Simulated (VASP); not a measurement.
Here is a VASP 6.6.1 calculation.

INCAR

```
  PREC = Accurate
  ENCUT = 520
  EDIFF = 1E-7
  ISMEAR = 0
  SIGMA = 0.15
  LREAL = False
  LASPH = True
  NELM = 100
  ALGO = Normal
  ISIF = 2
  LWAVE = False
  LCHARG = True
  GGA = PE
  LELF = True
  LVHAR = True
  NBANDS = 10
```

Contents of KPOINTS:

```
Automatic mesh
0
Gamma
  10 10 10
```

The input POSCAR:

```
Re
1.0
    0.0000000000      2.2348308175      1.4061555504
    2.2348308175      0.0000000000      1.4061555504
    2.2348308175      2.2348308175      0.0000000000
Re
1
Direct
    0.0000000000      0.0000000000      0.0000000000
```

Potentials or basis: VASP PAW PBE potentials, release 64 (Re).

Command:

```bash
$ cat potpaw_PBE.64/Re/POTCAR > POTCAR
$ mpirun -np 1 vasp_std > vasp.out
```

What does it give for the pressure?

31.2 GPa.

Stress tensor (GPa, compression positive):
```
28.36  0.00  0.00
 0.00 28.36  0.00
 0.00  0.00 37.01
```
